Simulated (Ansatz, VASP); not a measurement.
**PbSe in VASP and in Ansatz**

POSCAR

```
PbSe
1.0
    4.2735454799      0.0000000000      0.0000000000
   -2.1367727399      3.7009989499      0.0000000000
    0.0000000000      0.0000000000      7.5550281280
Pb Se
2 2
Direct
    0.0000000000      0.0000000000      0.0000000000
    0.0000000000      0.0000000000      0.5000000000
    0.3333333333      0.6666666667      0.2500000000
    0.6666666667      0.3333333333      0.7500000000
```

Contents of INCAR.step1:

```
SYSTEM = PbSe
ALGO = Normal
EDIFF = 1E-4
ENCUT = 520
GGA = PE
ISMEAR = -1
LASPH = .True.
LCHARG = .False.
LREAL = .False.
LWAVE = .True.
NBANDS = 28
NELM = 80
PREC = Accurate
SIGMA = 0.02
```

File INCAR.step2:

```
SYSTEM = PbSe
ALGO = Normal
EDIFF = 1E-7
ENCUT = 520
ISIF = 2
ISMEAR = -1
ISTART = 1
LASPH = .True.
LCHARG = .False.
LMIXTAU = .True.
LREAL = .False.
LWAVE = .False.
METAGGA = R2SCAN
NBANDS = 28
NELM = 80
PREC = Accurate
SIGMA = 0.02
```

KPOINTS

```
k-points
0
Gamma
  12 12 4
  0 0 0
```

Input for Ansatz:

```yaml
crystal:
  lattice:
    - [4.2735454799, 0.0, 0.0]
    - [-2.1367727399, 3.7009989499, 0.0]
    - [0.0, 0.0, 7.555028128]
  atoms:
    - { symbol: Pb, position: [0.0, 0.0, 0.0] }
    - { symbol: Pb, position: [0.0, 0.0, 0.5] }
    - { symbol: Se, position: [0.3333333333, 0.6666666667, 0.25] }
    - { symbol: Se, position: [0.6666666667, 0.3333333333, 0.75] }
kpoints:
  mp_grid: { grid: [12, 12, 4] }
  band_path:
    path:
      - [0.0, 0.0, 0.0]
      - [0.5, 0.0, 0.0]
      - [0.3333333333, 0.3333333333, 0.0]
      - [0.0, 0.0, 0.5]
      - [0.5, 0.0, 0.5]
      - [0.3333333333, 0.3333333333, 0.5]
      - [0.05, 0.0, 0.0]
    npoints: 1
hamiltonian:
  xc: r2scan
scf:
  occupations: { method: fermi_dirac, width: 0.02 }
  n_extra_bands: 5
output:
  forces: true
  stress: true
  eigenvalues: true
  write_density: true
  write_potential: true
  elf: true
  volumetric_format: npy
```

Alike in both runs: task single point; functional r2SCAN; k mesh 12 × 12 × 4; occupations fermi-dirac, width 0.02 eV; no spin polarisation.

|  | VASP | Ansatz |
| --- | --- | --- |
| version | VASP 6.6.1 | Ansatz 0.2.0 |
| potentials or method | VASP PAW PBE potentials, release 64 (Pb_d, Se) | plane waves, PAW |
| plane-wave cutoff (eV) | 520 | 500 |
| valence electrons in the cell | 40 | 60 |

```tsv
	VASP	Ansatz	Ansatz less VASP
pressure (GPa)	0.0	0.0	0.00
```

VASP's potentials were made for PBE, not for r2SCAN. VASP's potentials hold 40 valence electrons a cell and Ansatz's 60, so a difference there can come from the potentials and not from the codes.

Spin-orbit coupling is off throughout.
